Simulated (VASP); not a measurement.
Here is a VASP 6.6.1 calculation.

Contents of INCAR:

```
SYSTEM = VMoSe4
PREC = Accurate
ENCUT = 520
EDIFF = 1E-7
ISMEAR = 0
SIGMA = 0.1
LREAL = .FALSE.
LASPH = .TRUE.
NELM = 80
ALGO = Normal
ISIF = 2
LWAVE = .FALSE.
LCHARG = .FALSE.
GGA = PE
NBANDS = 34
```

KPOINTS

```
Automatic mesh
0
G
  12 12 4
  0 0 0
```

POSCAR

```
VMoSe4
1.0
    3.3139433004      0.0000000000      0.0000000000
   -1.6569716502      2.8699590849      0.0000000000
    0.0000000000      0.0000000000     14.2229691943
V Mo Se
1 1 4
Direct
    0.0000000000      0.0000000000      0.0000000000
    0.0000000000      0.0000000000      0.5000000000
    0.3333333333      0.6666666667      0.1113907225
    0.3333333333      0.6666666667      0.6198538966
    0.6666666667      0.3333333333      0.3801461034
    0.6666666667      0.3333333333      0.8886092775
```

Potentials or basis: VASP PAW PBE potentials, release 64 (V_sv, Mo_sv, Se).

Launch:

```bash
$ cat potpaw_PBE.64/V_sv/POTCAR potpaw_PBE.64/Mo_sv/POTCAR potpaw_PBE.64/Se/POTCAR > POTCAR
$ mpirun -np 1 vasp_std > vasp.out
```

Question: Estimate the largest force.

Answer: 0.032 eV/Å.

Question: Predict the pressure.

Answer: 0.2 GPa.

Forces in eV/Å, atoms in the order of the input:
```
V    0.000  0.000  0.000
Mo   0.000  0.000  0.000
Se   0.000  0.000  0.022
Se   0.000  0.000  0.032
Se   0.000  0.000 -0.032
Se   0.000  0.000 -0.022
```

Caveat: this functional lacks dispersion, which binds the layers, so the pressure and a relaxed spacing across them are unreliable; the run has no spin polarisation, though such a crystal can be magnetic.
